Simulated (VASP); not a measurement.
# Mo (I4/mmm) in VASP: further runs

Mo is run at these levels: LDA; tasks: single point.

Everything below comes from runs of VASP 6.6.1. Logs are shortened: lines on timing, memory, paths and dates and some standing lists are left out, and cuts for length are marked.

### Step 1. The cell of the first run

The structure is tetragonal, space group I4/mmm (No. 139). Conventional cell: a = 2.892 Å, b = 2.892 Å, c = 3.909 Å, α = 90.00°, β = 90.00°, γ = 90.00°. Mo (site symmetry 4/mmm) has 12 Mo at 2.83 to 2.89 Å within 3.7 Å.

### Step 2. Single point, LDA (strain +0.015 along x and y, -0.030 along z)

Contents of INCAR:

```
SYSTEM = Mo
ALGO     = Normal         ! electronic algorithm
EDIFF    = 1E-6           ! SCF threshold, eV
ENCUT    = 520            ! plane-wave cutoff, eV
ISIF     = 2              ! what is computed and relaxed
ISMEAR   = 0              ! smearing method
LASPH    = .True.         ! aspherical terms in the spheres
LCHARG   = .False.        ! write CHGCAR
LREAL    = .False.        ! projectors in reciprocal space
LWAVE    = .False.        ! write WAVECAR
NBANDS   = 13             ! bands
NELM     = 60             ! most SCF steps
PREC     = Accurate       ! precision mode
SIGMA    = 0.15           ! smearing width, eV
```

Contents of KPOINTS:

```
k-points
0
Gamma
  20 20 20
  0 0 0
```

Contents of POSCAR:

```
Mo
1.0
    0.0000000000      2.0452250000      1.9545500000
    2.0452250000      0.0000000000      1.9545500000
    2.0452250000      2.0452250000      0.0000000000
Mo
1
Direct
    0.0000000000      0.0000000000      0.0000000000
```

Potentials or basis: VASP PAW LDA potentials, release 64 (Mo_sv).

On the command line:

```sh
> cat potpaw_LDA.64/Mo_sv/POTCAR > POTCAR
> mpirun -np 1 vasp_std > vasp.out
```

OUTCAR:

```text
SYSTEM = Mo
   EDIFF = 1E-6
   ENCUT = 520
   ISIF = 2
   ISMEAR = 0
   LASPH = .True.
   LREAL = .False.
   NELM = 60
   PREC = Accurate

 ion  position               nearest neighbor table
   1  0.000  0.000  0.000-

  LATTYP: Found a body centered tetragonal cell.
 ALAT       =     2.8923849331
 C/A-ratio  =     1.3515144389

  Lattice vectors:

 A1 = (   0.0000000000,  -2.0452250000,  -1.9545500000)
 A2 = (   0.0000000000,   2.0452250000,  -1.9545500000)
 A3 = (   2.0452250000,   0.0000000000,   1.9545500000)

Analysis of symmetry for initial positions (statically):
=====================================================================
 Subroutine PRICEL returns:
 Original cell was already a primitive cell.

 Routine SETGRP: Setting up the symmetry group for a
 body centered tetragonal supercell.

 Subroutine GETGRP returns: Found 16 space group operations
 (whereof 16 operations were pure point group operations)
 out of a pool of 16 trial point group operations.

The static configuration has the point symmetry D_4h.

Analysis of symmetry for dynamics (positions and initial velocities):
=====================================================================
 Subroutine PRICEL returns:
 Original cell was already a primitive cell.

 Routine SETGRP: Setting up the symmetry group for a
 body centered tetragonal supercell.

 Subroutine GETGRP returns: Found 16 space group operations
 (whereof 16 operations were pure point group operations)
 out of a pool of 16 trial point group operations.

The dynamic configuration has the point symmetry D_4h.

 Subroutine INISYM returns: Found 16 space group operations
 (whereof 16 operations are pure point group operations),
 and found     1 'primitive' translations

----------------------------------------------------------------------------------------

                                     Primitive cell

  volume of cell :      16.3516

  direct lattice vectors                    reciprocal lattice vectors
     0.000000000  2.045225000  1.954550000    -0.244471880  0.244471880  0.255813359
     2.045225000  0.000000000  1.954550000     0.244471880 -0.244471880  0.255813359
     2.045225000  2.045225000  0.000000000     0.244471880  0.244471880 -0.255813359

  length of vectors
     2.828994698  2.828994698  2.892384933     0.430085427  0.430085427  0.430085427

  position of ions in fractional coordinates (direct lattice)
     0.000000000  0.000000000  0.000000000

  ion indices of the primitive-cell ions
   primitive index   ion index
                 1           1

----------------------------------------------------------------------------------------

 KPOINTS: k-points

Automatic generation of k-mesh.
 Grid dimensions read from file:
 generate k-points for:   20   20   20

 Generating k-lattice:

  Cartesian coordinates                     Fractional coordinates (reciprocal lattice)
    -0.012223594  0.012223594  0.012790668     0.050000000  0.000000000  0.000000000
     0.012223594 -0.012223594  0.012790668     0.000000000  0.050000000  0.000000000
     0.012223594  0.012223594 -0.012790668    -0.000000000 -0.000000000  0.050000000

  Length of vectors
     0.021504271  0.021504271  0.021504271

  Shift w.r.t. Gamma in fractional coordinates (k-lattice)
     0.000000000  0.000000000  0.000000000

 Subroutine IBZKPT returns following result:
 ===========================================

 Found    641 irreducible k-points:

 Following reciprocal coordinates:
            Coordinates               Weight
  0.000000  0.000000  0.000000      1.000000
  0.050000 -0.000000  0.000000      8.000000
  0.100000  0.000000  0.000000      8.000000
  0.150000 -0.000000  0.000000      8.000000
  0.200000  0.000000  0.000000      8.000000
  0.250000 -0.000000  0.000000      8.000000
[... 16 lines left out ...]
 -0.400000  0.050000  0.000000      8.000000
 -0.350000  0.050000  0.000000      8.000000
 [... further k-points ...]
   k-points           NKPTS =    641   k-points in BZ     NKDIM =    641   number of bands    NBANDS=     13
   number of dos      NEDOS =    301   number of ions     NIONS =      1
   total plane-waves  NPLWV =  13824
   dimension x,y,z NGX =    24 NGY =   24 NGZ =   24
   dimension x,y,z NGXF=    48 NGYF=   48 NGZF=   48
   ions per type =               1
   NGX,Y,Z   is equivalent  to a cutoff of  14.10, 14.10, 13.79 a.u.
   NGXF,Y,Z  is equivalent  to a cutoff of  28.21, 28.21, 27.59 a.u.
 SYSTEM =  Mo
   PREC   = accura    normal or accurate (medium, high low for compatibility)
   ISTART =      0    job   : 0-new  1-cont  2-samecut
   ICHARG =      2    charge: 1-file 2-atom 10-const
   ISPIN  =      1    spin polarized calculation?
   LNONCOLLINEAR =      F non collinear calculations
   LSORBIT =      F    spin-orbit coupling
   LASPH  =      T    aspherical Exc in radial PAW
   ENCUT  =  520.0 eV  38.22 Ry    6.18 a.u.   5.26  5.26  5.38*2*pi/ulx,y,z
   NELM   =     60;   NELMIN=  2; NELMDL= -5     # of ELM steps
   EDIFF  = 0.1E-05   stopping-criterion for ELM
   LREAL  =      F    real-space projection
   EDIFFG = 0.1E-04   stopping-criterion for IOM
   NSW    =      0    number of steps for IOM
   IBRION =     -1    ionic relax: 0-MD 1-quasi-New 2-CG
   NFREE  =      0    steps in history (QN), initial steepest desc. (CG)
   ISIF   =      2    stress and relaxation
   ISYM   =      2    0-nonsym 1-usesym 2-fastsym
   POTIM  = 0.5000    time-step for ionic-motion
   TEBEG  =    0.0;   TEEND  =   0.0 temperature during run
   PSTRESS=    0.0 pullay stress
   NELECT =      14.0000    total number of electrons
   NUPDOWN=      -1.0000    fix difference up-down
   EMIN   =  10.00;   EMAX   =-10.00  energy-range for DOS
   EFERMI =   0.00;   METHOD = LEGACY
   ISMEAR =     0;   SIGMA  =   0.15  broadening in eV -4-tet -1-fermi 0-gaus
   EFERMI_NEDOS =   21; number of points for ismear=-14 and -15
   IALGO  =     38    algorithm
   IMIX   =      4    mixing-type and parameters
     AMIX     =   0.40;   BMIX     =  1.00
     AMIX_MAG =   1.60;   BMIX_MAG =  1.00
  volume/ion in A,a.u.               =      16.35       110.35
  Fermi-wavevector in a.u.,A,eV,Ry     =   1.554526  2.937627 32.879153  2.416550
  Thomas-Fermi vector in A             =   2.658599
   LORBIT       =      0    0 simple, 1 ext, 2 COOP (PROOUT), +10 PAW based schemes
   GGA     = CA    functional components
   LHFCALC =     F    Hartree Fock is set to
   AEXX    =    0.0000 exact exchange contribution
   IVDW    =     0    specifies the selected vdW correction
   LEPSILON=     F    determine dielectric tensor
   LRPA    =     F    only Hartree local field effects (RPA)
 non-spin polarized calculation
 Gauss-broadening in eV      SIGMA  =   0.15
  energy-cutoff  :      520.00
  volume of cell :       16.35
 maximum number of plane-waves:       453
 NGX is ok and might be reduce to    24
   NGX = 11   NGY = 11   NGZ = 11

 number of electron      14.0000002 magnetization

 Free energy of the ion-electron system (eV)
  ---------------------------------------------------
  ext. energy  EPLUGINS =         0.00000000
  ---------------------------------------------------
  free energy    TOTEN  =       -11.66922379 eV

  energy without entropy =      -11.65408473  energy(sigma->0) =      -11.66165426

 E-fermi :  11.3704     XC(G=0): -13.3385

 val. band max:       11.3692666106   @ k =   0.5000   0.1500   0.0500
 cond. band min:      11.3712235390   @ k =  -0.4500   0.2000   0.0500
 fundamental gap:      0.0019569284
 Fermi energy:        11.3703890244

 k-point     1 :       0.0000    0.0000    0.0000
  band No.  band energies     occupation
      1     -49.0463      2.00000
      2     -22.6126      2.00000
      3     -22.6126      2.00000
      4     -22.5855      2.00000
      5       4.6715      2.00000
      6      10.4833      2.00000
      7      10.4833      2.00000
      8      10.9950      1.99960
      9      12.8536      0.00000
     10      13.5442      0.00000
     11      24.4782      0.00000
     12      29.0561      0.00000
     13      29.0561      0.00000

 k-point     2 :       0.0500   -0.0000    0.0000
  band No.  band energies     occupation
      1     -49.0412      2.00000
      2     -22.6390      2.00000
      3     -22.6176      2.00000
      4     -22.5944      2.00000
      5       4.7723      2.00000
      6      10.4562      2.00000
      7      10.5285      2.00000
      8      10.9990      1.99954
      9      12.8251      0.00000
     10      13.5000      0.00000
     11      24.6707      0.00000
     12      28.8312      0.00000
     13      29.2319      0.00000

 k-point     3 :       0.1000    0.0000    0.0000
  band No.  band energies     occupation
      1     -49.0264      2.00000
      2     -22.7292      2.00000
      3     -22.6321      2.00000
      4     -22.6062      2.00000
      5       5.0636      2.00000
      6      10.3422      2.00000
      7      10.6462      2.00000
      8      11.0571      1.99686
      9      12.7647      0.00000
     10      13.3886      0.00000
     11      25.2054      0.00000
     12      28.0730      0.00000
     13      29.7467      0.00000

 k-point     4 :       0.1500   -0.0000    0.0000
  band No.  band energies     occupation
      1     -49.0032      2.00000
      2     -22.8717      2.00000
      3     -22.6546      2.00000
      4     -22.6208      2.00000
      5       5.5092      2.00000
      6      10.1569      2.00000
      7      10.7774      2.00000
      8      11.1823      1.92386
      9      12.7499      0.00000
     10      13.2734      0.00000
     11      25.8910      0.00000
     12      27.1706      0.00000
     13      30.5669      0.00000

 k-point     5 :       0.2000    0.0000    0.0000
  band No.  band energies     occupation
      1     -48.9738      2.00000
      2     -23.0490      2.00000
      3     -22.6828      2.00000
      4     -22.6384      2.00000
      5       6.0354      2.00000
      6      10.0125      2.00000
      7      10.8305      2.00000
      8      11.2901      1.55106
      9      12.8915      0.00000
     10      13.2560      0.00000
     11      25.7384      0.00000
     12      27.1667      0.00000
     13      31.6450      0.00000
[... 257 lines left out ...]
 k-point    22 :      -0.4500    0.0500    0.0000
  band No.  band energies     occupation
      1     -48.8337      2.00000
      2     -23.8194      2.00000
      3     -22.8134      2.00000
      4     -22.7448      2.00000
      5       6.9145      2.00000
      6      10.2483      2.00000
      7      10.6321      2.00000
      8      12.5141      0.00000
      9      15.2327      0.00000
     10      15.4312      0.00000
     11      22.2014      0.00000
     12      24.4238      0.00000
     13      30.1868      0.00000

 k-point    23 :      -0.4000    0.0500    0.0000
  band No.  band energies     occupation
      1     -48.8463      2.00000
      2     -23.7512      2.00000
      3     -22.7969      2.00000
      4     -22.7432      2.00000
      5       6.9555      2.00000
      6      10.3168      2.00000
      7      10.7031      2.00000
      8      12.0138      0.00000
      9      14.8003      0.00000
     10      15.2087      0.00000
     11      22.7218      0.00000
     12      24.9327      0.00000
     13      30.6535      0.00000

 k-point    24 :      -0.3500    0.0500    0.0000
  band No.  band energies     occupation
      1     -48.8678      2.00000
      2     -23.6337      2.00000
      3     -22.7729      2.00000
      4     -22.7352      2.00000
      5       6.9918      2.00000
      6      10.4446      2.00000
      7      10.8185      2.00000
      8      11.2845      1.58218
      9      14.2196      0.00000
     10      14.8294      0.00000
     11      23.3958      0.00000
     12      25.8615      0.00000
     13      31.3942      0.00000

 [... further k-points ...]
[... 5 lines left out ...]
  --------------------------------------------------------------------------------------
  -------------------------------------------------------------------------------------
  Total       -1.2554529     -1.2554529     -2.1969212      0.0000000      0.0000000     -0.0000000
  in kB     -123.0132923   -123.0132923   -215.2613672      0.0000000      0.0000000     -0.0000000
  external PRESSURE =    -153.7626506 kB  Pullay stress =       0.0000000 kB

 VOLUME and BASIS-vectors are now :
 -----------------------------------------------------------------------------
  energy-cutoff  :      520.00
  volume of cell :       16.35
      direct lattice vectors                 reciprocal lattice vectors
     0.000000000  2.045225000  1.954550000    -0.244471880  0.244471880  0.255813359
     2.045225000  0.000000000  1.954550000     0.244471880 -0.244471880  0.255813359
     2.045225000  2.045225000  0.000000000     0.244471880  0.244471880 -0.255813359

 POSITION                                       TOTAL-FORCE (eV/Angst)
 -----------------------------------------------------------------------------------
      0.00000      0.00000      0.00000         0.000000      0.000000      0.000000
 -----------------------------------------------------------------------------------
    total drift:                               -0.000000     -0.000000     -0.000000

  FREE ENERGIE OF THE ION-ELECTRON SYSTEM (eV)
  ---------------------------------------------------
  free  energy   TOTEN  =       -11.6692237876 eV

  energy  without entropy=      -11.6540847281  energy(sigma->0) =      -11.66165426
```

Wall time 86 s (1 thread of Intel Xeon 6975P-C, shared host); peak memory 0.23 GiB.

Results:

| Property | Result |
| --- | --- |
| Free energy | -11.6692 eV |
| Pressure | -15.4 GPa |
| Band gap on the k mesh | zero (band 7 reaches 15.17 eV, above the bottom of band 8 at 10.77 eV) |

Levels at points of the mesh, in eV from the Fermi level:
| k point | band 3 | band 4 | band 5 | band 6 | band 7 | band 8 | band 9 | band 10 | band 11 | band 12 |
| --- | --- | --- | --- | --- | --- | --- | --- | --- | --- | --- |
| (0.00, 0.00, 0.00) | -33.98 | -33.96 | -6.70 | -0.89 | -0.89 | -0.38 | 1.48 | 2.17 | 13.11 | 17.69 |
| (0.50, 0.00, 0.00) | -34.18 | -34.09 | -4.55 | -1.21 | -0.61 | 1.51 | 3.70 | 4.05 | 10.76 | 12.74 |
| (0.50, 0.50, 0.00) | -34.49 | -34.49 | -4.89 | -4.26 | 3.80 | 4.49 | 4.49 | 4.50 | 11.80 | 11.80 |
| (0.50, 0.00, 0.50) | -34.42 | -34.34 | -4.86 | -4.14 | 3.61 | 3.80 | 4.18 | 4.70 | 12.13 | 12.82 |

Caveat: the cell differs from its parent crystal (strain +0.015 along x and y, -0.030 along z).

### Step 3. Single point, LDA (strain +0.030 along x and y, -0.030 along z)

Contents of INCAR:

```
PREC = Accurate
ENCUT = 520
EDIFF = 1E-6
ISMEAR = 0
SIGMA = 0.15
LREAL = False
LASPH = True
NELM = 100
ALGO = Fast
ISIF = 2
LWAVE = False
LCHARG = False
GGA = CA
NBANDS = 13
```

Contents of KPOINTS:

```
Automatic mesh
0
Gamma
  20 20 20
```

Contents of POSCAR:

```
Mo
1.0
    0.0000000000      2.0754500000      1.9545500000
    2.0754500000      0.0000000000      1.9545500000
    2.0754500000      2.0754500000      0.0000000000
Mo
1
Direct
    0.0000000000      0.0000000000      0.0000000000
```

Potentials or basis: VASP PAW LDA potentials, release 64 (Mo_sv).

On the command line:

```sh
> cat potpaw_LDA.64/Mo_sv/POTCAR > POTCAR
> mpirun -np 1 vasp_std > vasp.out
```

It took 47 s on 1 thread of Intel Xeon 6975P-C (Granite Rapids), shared host; peak memory 0.23 GiB.

The run converged. Its results:

* Free energy: -11.6245 eV
* Pressure: -21.1 GPa
* Band gap on the k mesh: zero (band 7 reaches 14.56 eV, above the bottom of band 8 at 10.34 eV)

Stress tensor (GPa, compression positive):
```
-17.28   0.00   0.00
  0.00 -17.28   0.00
  0.00   0.00 -28.69
```

Levels at points of the mesh, in eV from the Fermi level:
| k point | band 4 | band 5 | band 6 | band 7 | band 8 | band 9 | band 10 | band 11 |
| --- | --- | --- | --- | --- | --- | --- | --- | --- |
| (0.00, 0.00, 0.00) | -34.06 | -6.64 | -0.92 | -0.92 | -0.27 | 1.28 | 2.14 | 13.08 |
| (0.50, 0.00, 0.00) | -34.17 | -4.44 | -1.27 | -0.50 | 1.40 | 3.46 | 3.90 | 10.32 |
| (0.50, 0.50, 0.00) | -34.57 | -4.73 | -4.14 | 3.61 | 4.27 | 4.27 | 4.49 | 11.40 |
| (0.50, 0.00, 0.50) | -34.40 | -4.70 | -3.98 | 3.34 | 3.59 | 3.88 | 4.53 | 11.87 |

Caveat: the cell differs from its parent crystal (strain +0.030 along x and y, -0.030 along z).

### Step 4. Single point, LDA (strain +0.030 along x and y, -0.015 along z)

Contents of INCAR:

```
ALGO     = Fast           # electronic algorithm
EDIFF    = 1E-6           # SCF threshold, eV
ENCUT    = 520            # plane-wave cutoff, eV
ISIF     = 2              # what is computed and relaxed
ISMEAR   = 0              # smearing method
LASPH    = True           # aspherical terms in the spheres
LCHARG   = True           # write CHGCAR
LELF     = True           # ELF
LREAL    = False          # projectors in reciprocal space
LVHAR    = True         
LWAVE    = False          # write WAVECAR
NBANDS   = 13             # bands
NELM     = 100            # most SCF steps
PREC     = Accurate       # precision mode
SIGMA    = 0.15           # smearing width, eV
```

Contents of KPOINTS:

```
k-points
0
Gamma
  20 20 20
```

Contents of POSCAR:

```
Mo
1.0
    0.0000000000      2.0754500000      1.9847750000
    2.0754500000      0.0000000000      1.9847750000
    2.0754500000      2.0754500000      0.0000000000
Mo
1
Direct
    0.0000000000      0.0000000000      0.0000000000
```

On the command line:

```sh
> cat potpaw_LDA.64/Mo_sv/POTCAR > POTCAR
> mpirun -np 1 vasp_std > vasp.out
```

It took 54 s on 1 thread of Intel Xeon 6975P-C (Granite Rapids), shared host; peak memory 0.23 GiB.

It converged, with:

```
Free energy            : -11.5775 eV
Pressure               : -23.7 GPa
Band gap on the k mesh : zero (band 7 reaches 14.26 eV, above the bottom of band 8 at 10.16 eV)
```

Stress tensor (GPa, compression positive):
```
-20.82   0.00   0.00
  0.00 -20.82   0.00
  0.00   0.00 -29.38
```

Levels at points of the mesh, in eV from the Fermi level:
| k point | band 4 | band 5 | band 6 | band 7 | band 8 | band 9 | band 10 | band 11 |
| --- | --- | --- | --- | --- | --- | --- | --- | --- |
| (0.00, 0.00, 0.00) | -34.07 | -6.56 | -0.82 | -0.82 | -0.34 | 1.40 | 2.04 | 13.08 |
| (0.50, 0.00, 0.00) | -34.18 | -4.34 | -1.12 | -0.56 | 1.38 | 3.48 | 3.79 | 10.13 |
| (0.50, 0.50, 0.00) | -34.53 | -4.60 | -4.00 | 3.56 | 4.21 | 4.21 | 4.23 | 11.46 |
| (0.50, 0.00, 0.50) | -34.40 | -4.58 | -3.89 | 3.39 | 3.56 | 3.92 | 4.40 | 11.81 |

Caveat: the cell differs from its parent crystal (strain +0.030 along x and y, -0.015 along z).

### Step 5. Summary

| cell | gap on the mesh (eV) | pressure (GPa) |
| --- | --- | --- |
| a = 2.829, b = 2.829, c = 2.892 Å, angles 59.3, 59.3, 61.5°, 1 atom | none | -15.4 |
| a = 2.851, b = 2.851, c = 2.935 Å, angles 59.0, 59.0, 62.0°, 1 atom | none | -21.1 |
| a = 2.872, b = 2.872, c = 2.935 Å, angles 59.3, 59.3, 61.5°, 1 atom | none | -23.7 |

Alike in all rows: task single point; level LDA; potentials or basis VASP PAW LDA potentials, release 64 (Mo_sv); no spin polarisation; k mesh 20 × 20 × 20; cutoff (eV) 520; smearing gaussian 0.15 eV.

Total energies depend on the potentials used, so only differences within one code and one set of settings carry meaning.
